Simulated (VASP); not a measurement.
# TlBr (Pm-3m) in VASP: further runs, part 2 of 3

VASP 6.6.1. The steps go on from the part before.

## Step 3: Single point, r2SCAN

This run uses another cell than the first one, of 28.32 Å³/atom, 1.062 times its volume.

Contents of POSCAR:

```
TlBr
1.0
    3.8402443642      0.0000000000      0.0000000000
    0.0000000000      3.8402443642      0.0000000000
    0.0000000000      0.0000000000      3.8402443642
Tl Br
1 1
Direct
    0.0000000000      0.0000000000      0.0000000000
    0.5000000000      0.5000000000      0.5000000000
```

Contents of INCAR.step1:

```
PREC = Accurate
ENCUT = 550
ISMEAR = 0
SIGMA = 0.01
LREAL = False
LASPH = True
NELM = 120
NBANDS = 17
GGA = PE
ALGO = Normal
EDIFF = 1E-5
LWAVE = True
LCHARG = False
GGA_COMPAT = False
```

Contents of INCAR.step2:

```
PREC = Accurate
ENCUT = 550
EDIFF = 1E-6
ISMEAR = 0
SIGMA = 0.01
LREAL = False
LASPH = True
NELM = 120
ALGO = Normal
ISIF = 2
LWAVE = False
LCHARG = False
METAGGA = R2SCAN
LMIXTAU = True
NBANDS = 17
ISTART = 1
GGA_COMPAT = False
```

Contents of KPOINTS:

```
Automatic mesh
0
Gamma
  6 6 6
```

Potentials or basis: VASP PAW PBE potentials, release 64 (Tl_d, Br).

On the command line:

```
$ cat potpaw_PBE.64/Tl_d/POTCAR potpaw_PBE.64/Br/POTCAR > POTCAR
$ cp INCAR.step1 INCAR
$ mpirun -np 1 vasp_std > vasp.out
$ cp INCAR.step2 INCAR
$ mpirun -np 1 vasp_std > vasp.out
```

OUTCAR:

```text
PREC = Accurate
   ENCUT = 550
   EDIFF = 1E-6
   ISMEAR = 0
   LREAL = False
   LASPH = True
   NELM = 120
   ISIF = 2
   METAGGA = R2SCAN
   ISTART = 1

 ion  position               nearest neighbor table
   1  0.000  0.000  0.000-   2 3.33   2 3.33   2 3.33   2 3.33   2 3.33   2 3.33   2 3.33   2 3.33

   2  0.500  0.500  0.500-   1 3.33   1 3.33   1 3.33   1 3.33   1 3.33   1 3.33   1 3.33   1 3.33

  LATTYP: Found a simple cubic cell.
 ALAT       =     3.8402443642

  Lattice vectors:

 A1 = (   3.8402443642,   0.0000000000,   0.0000000000)
 A2 = (   0.0000000000,   3.8402443642,   0.0000000000)
 A3 = (   0.0000000000,   0.0000000000,   3.8402443642)

Analysis of symmetry for initial positions (statically):
=====================================================================
 Subroutine PRICEL returns:
 Original cell was already a primitive cell.

 Routine SETGRP: Setting up the symmetry group for a
 simple cubic supercell.

 Subroutine GETGRP returns: Found 48 space group operations
 (whereof 48 operations were pure point group operations)
 out of a pool of 48 trial point group operations.

The static configuration has the point symmetry O_h .

Analysis of symmetry for dynamics (positions and initial velocities):
=====================================================================
 Subroutine PRICEL returns:
 Original cell was already a primitive cell.

 Routine SETGRP: Setting up the symmetry group for a
 simple cubic supercell.

 Subroutine GETGRP returns: Found 48 space group operations
 (whereof 48 operations were pure point group operations)
 out of a pool of 48 trial point group operations.

The dynamic configuration has the point symmetry O_h .

 Subroutine INISYM returns: Found 48 space group operations
 (whereof 48 operations are pure point group operations),
 and found     1 'primitive' translations

----------------------------------------------------------------------------------------

                                     Primitive cell

  volume of cell :      56.6339

  direct lattice vectors                    reciprocal lattice vectors
     3.840244364  0.000000000  0.000000000     0.260400096  0.000000000  0.000000000
     0.000000000  3.840244364  0.000000000     0.000000000  0.260400096  0.000000000
     0.000000000  0.000000000  3.840244364     0.000000000  0.000000000  0.260400096

  length of vectors
     3.840244364  3.840244364  3.840244364     0.260400096  0.260400096  0.260400096

  position of ions in fractional coordinates (direct lattice)
     0.000000000  0.000000000  0.000000000
     0.500000000  0.500000000  0.500000000

  ion indices of the primitive-cell ions
   primitive index   ion index
                 1           1
                 2           2

----------------------------------------------------------------------------------------

 KPOINTS: Automatic mesh

Automatic generation of k-mesh.
 Grid dimensions read from file:
 generate k-points for:    6    6    6

 Generating k-lattice:

  Cartesian coordinates                     Fractional coordinates (reciprocal lattice)
     0.043400016  0.000000000  0.000000000     0.166666667  0.000000000  0.000000000
     0.000000000  0.043400016  0.000000000     0.000000000  0.166666667  0.000000000
     0.000000000  0.000000000  0.043400016     0.000000000  0.000000000  0.166666667

  Length of vectors
     0.043400016  0.043400016  0.043400016

  Shift w.r.t. Gamma in fractional coordinates (k-lattice)
     0.000000000  0.000000000  0.000000000

 Subroutine IBZKPT returns following result:
 ===========================================

 Found     20 irreducible k-points:

 Following reciprocal coordinates:
            Coordinates               Weight
  0.000000  0.000000  0.000000      1.000000
  0.166667  0.000000  0.000000      6.000000
  0.333333  0.000000  0.000000      6.000000
  0.500000  0.000000  0.000000      3.000000
  0.166667  0.166667  0.000000     12.000000
  0.333333  0.166667  0.000000     24.000000
[... 12 lines left out ...]
  0.500000  0.500000  0.333333      6.000000
  0.500000  0.500000  0.500000      1.000000
   k-points           NKPTS =     20   k-points in BZ     NKDIM =     20   number of bands    NBANDS=     17
   number of dos      NEDOS =    301   number of ions     NIONS =      2
   total plane-waves  NPLWV =  27000
   dimension x,y,z NGX =    30 NGY =   30 NGZ =   30
   dimension x,y,z NGXF=    60 NGYF=   60 NGZF=   60
   ions per type =               1   1
   NGX,Y,Z   is equivalent  to a cutoff of  12.99, 12.99, 12.99 a.u.
   NGXF,Y,Z  is equivalent  to a cutoff of  25.97, 25.97, 25.97 a.u.
 SYSTEM =  unknown system
   PREC   = accura    normal or accurate (medium, high low for compatibility)
   ISTART =      1    job   : 0-new  1-cont  2-samecut
   ICHARG =      0    charge: 1-file 2-atom 10-const
   ISPIN  =      1    spin polarized calculation?
   LNONCOLLINEAR =      F non collinear calculations
   LSORBIT =      F    spin-orbit coupling
   LASPH  =      T    aspherical Exc in radial PAW
   ENCUT  =  550.0 eV  40.42 Ry    6.36 a.u.   7.34  7.34  7.34*2*pi/ulx,y,z
   NELM   =    120;   NELMIN=  2; NELMDL=  0     # of ELM steps
   EDIFF  = 0.1E-05   stopping-criterion for ELM
   LREAL  =      F    real-space projection
   EDIFFG = 0.1E-04   stopping-criterion for IOM
   NSW    =      0    number of steps for IOM
   IBRION =     -1    ionic relax: 0-MD 1-quasi-New 2-CG
   NFREE  =      0    steps in history (QN), initial steepest desc. (CG)
   ISIF   =      2    stress and relaxation
   ISYM   =      2    0-nonsym 1-usesym 2-fastsym
   POTIM  = 0.5000    time-step for ionic-motion
   TEBEG  =    0.0;   TEEND  =   0.0 temperature during run
   PSTRESS=    0.0 pullay stress
   NELECT =      20.0000    total number of electrons
   NUPDOWN=      -1.0000    fix difference up-down
   EMIN   =  10.00;   EMAX   =-10.00  energy-range for DOS
   EFERMI =   0.00;   METHOD = LEGACY
   ISMEAR =     0;   SIGMA  =   0.01  broadening in eV -4-tet -1-fermi 0-gaus
   EFERMI_NEDOS =   21; number of points for ismear=-14 and -15
   IALGO  =     38    algorithm
   IMIX   =      4    mixing-type and parameters
     AMIX     =   0.40;   BMIX     =  1.00
     AMIX_MAG =   1.60;   BMIX_MAG =  1.00
  volume/ion in A,a.u.               =      28.32       191.09
  Fermi-wavevector in a.u.,A,eV,Ry     =   1.157158  2.186711 18.218398  1.339014
  Thomas-Fermi vector in A             =   2.293772
   LORBIT       =      0    0 simple, 1 ext, 2 COOP (PROOUT), +10 PAW based schemes
   METAGGA = R2SCAN    functional components
   LHFCALC =     F    Hartree Fock is set to
   AEXX    =    0.0000 exact exchange contribution
   IVDW    =     0    specifies the selected vdW correction
   LEPSILON=     F    determine dielectric tensor
   LRPA    =     F    only Hartree local field effects (RPA)
 non-spin polarized calculation
 Gauss-broadening in eV      SIGMA  =   0.01
  energy-cutoff  :      550.00
  volume of cell :       56.63
 maximum number of plane-waves:      1675
 NGX is ok and might be reduce to    30
   NGX = 15   NGY = 15   NGZ = 15

 number of electron      20.0000002 magnetization

 Free energy of the ion-electron system (eV)
  ---------------------------------------------------
  ext. energy  EPLUGINS =         0.00000000
  ---------------------------------------------------
  free energy    TOTEN  =       -68.30067664 eV

  energy without entropy =      -68.30067664  energy(sigma->0) =      -68.30067664

 E-fermi :   3.4669     XC(G=0):  -9.9716

 val. band max:        3.3616572317   @ k =   0.5000   0.0000   0.0000
 cond. band min:       5.3596953913   @ k =   0.5000   0.0000   0.0000
 fundamental gap:      1.9980381596
 Fermi energy:         3.4668854501

 k-point     1 :       0.0000    0.0000    0.0000
  band No.  band energies     occupation
      1     -11.6197      2.00000
      2      -7.4087      2.00000
      3      -7.4087      2.00000
      4      -7.1629      2.00000
      5      -7.1629      2.00000
      6      -7.1629      2.00000
[... 9 lines left out ...]
     16      16.3857      0.00000
     17      17.6172      0.00000
[... 361 lines left out ...]
 k-point    20 :       0.5000    0.5000    0.5000
  band No.  band energies     occupation
      1     -10.8460      2.00000
      2      -7.3674      2.00000
      3      -7.3674      2.00000
      4      -7.3674      2.00000
      5      -7.0868      2.00000
      6      -7.0868      2.00000
[... 9 lines left out ...]
     16      17.7864      0.00000
     17      21.1357      0.00000

------------------------ aborting loop because EDIFF is reached ----------------------------------------

  FORCE on cell =-STRESS in cart. coord.  units (eV):
  Direction    XX          YY          ZZ          XY          YZ          ZX
  --------------------------------------------------------------------------------------
  -------------------------------------------------------------------------------------
  Total        1.4004805      1.4004805      1.4004805      0.0000000     -0.0000000      0.0000000
  in kB       39.6196890     39.6196890     39.6196890      0.0000000     -0.0000000      0.0000000
  external PRESSURE =      39.6196890 kB  Pullay stress =       0.0000000 kB

 VOLUME and BASIS-vectors are now :
 -----------------------------------------------------------------------------
  energy-cutoff  :      550.00
  volume of cell :       56.63
      direct lattice vectors                 reciprocal lattice vectors
     3.840244364  0.000000000  0.000000000     0.260400096  0.000000000  0.000000000
     0.000000000  3.840244364  0.000000000     0.000000000  0.260400096  0.000000000
     0.000000000  0.000000000  3.840244364     0.000000000  0.000000000  0.260400096

 POSITION                                       TOTAL-FORCE (eV/Angst)
 -----------------------------------------------------------------------------------
      0.00000      0.00000      0.00000         0.000000      0.000000      0.000000
      1.92012      1.92012      1.92012         0.000000      0.000000      0.000000
 -----------------------------------------------------------------------------------
    total drift:                                0.000000     -0.000000     -0.000000

  FREE ENERGIE OF THE ION-ELECTRON SYSTEM (eV)
  ---------------------------------------------------
  free  energy   TOTEN  =       -68.3006766403 eV

  energy  without entropy=      -68.3006766403  energy(sigma->0) =      -68.30067664
```

OUTCAR.step1:

```text
PREC = Accurate
   ENCUT = 550
   ISMEAR = 0
   LREAL = False
   LASPH = True
[... 616 lines left out ...]
      0.00000      0.00000      0.00000         0.000000      0.000000      0.000000
      1.92012      1.92012      1.92012         0.000000      0.000000      0.000000
 -----------------------------------------------------------------------------------
    total drift:                                0.000000     -0.000000     -0.000000

  FREE ENERGIE OF THE ION-ELECTRON SYSTEM (eV)
  ---------------------------------------------------
  free  energy   TOTEN  =        -5.4173577275 eV

  energy  without entropy=       -5.4173577275  energy(sigma->0) =       -5.41735773
```

OSZICAR.step1:

```text
N       E                     dE             d eps       ncg     rms          rms(c)
DAV:   1     0.102400483514E+03    0.10240E+03   -0.10164E+04   688   0.109E+03
DAV:   2    -0.182154859952E+01   -0.10422E+03   -0.99422E+02   825   0.234E+02
DAV:   3    -0.560071188506E+01   -0.37792E+01   -0.37671E+01   779   0.389E+01
DAV:   4    -0.562329195005E+01   -0.22580E-01   -0.22578E-01   852   0.349E+00
DAV:   5    -0.562350218078E+01   -0.21023E-03   -0.21023E-03   814   0.334E-01    0.356E+00
DAV:   6    -0.543494971396E+01    0.18855E+00   -0.28764E-01   729   0.284E+00    0.211E+00
DAV:   7    -0.541688240046E+01    0.18067E-01   -0.96860E-02   762   0.145E+00    0.985E-01
DAV:   8    -0.541745569240E+01   -0.57329E-03   -0.12064E-02   765   0.736E-01    0.158E-01
DAV:   9    -0.541727959421E+01    0.17610E-03   -0.71361E-04   753   0.172E-01    0.519E-02
DAV:  10    -0.541735458098E+01   -0.74987E-04   -0.16403E-04   756   0.700E-02    0.150E-02
DAV:  11    -0.541735772747E+01   -0.31465E-05   -0.25326E-05   672   0.359E-02
   1 F= -.54173577E+01 E0= -.54173577E+01  d E =-.345656E-13
```

It took 51 s on 1 thread of Intel Xeon 6975P-C (Granite Rapids), shared host; peak memory 0.18 GiB.

What came out:

```
Free energy            : -68.3007 eV
Pressure               : 4.0 GPa
Band gap on the k mesh : 2.00 eV, direct
```

Levels at points of the mesh, in eV from the valence-band top:
| k point | band 8 | band 9 | band 10 | band 11 | band 12 | band 13 |
| --- | --- | --- | --- | --- | --- | --- |
| (0.00, 0.00, 0.00) | -1.91 | -1.91 | -1.91 | 7.21 | 7.21 | 8.09 |
| (0.50, 0.00, 0.00) | -1.28 | -1.28 | 0.00 | 2.00 | 6.13 | 6.13 |
| (0.50, 0.50, 0.00) | -3.82 | -3.82 | -1.21 | 5.35 | 5.35 | 8.18 |
| (0.50, 0.50, 0.50) | -2.60 | -2.60 | -2.60 | 2.00 | 2.00 | 2.00 |

Caveat: the PAW data sets were made with another functional, which shifts forces and pressure a little; spin-orbit coupling is left out, which moves the levels of the heavy elements. A k mesh can miss the band edges.

(Continued in part 3 of 3.)
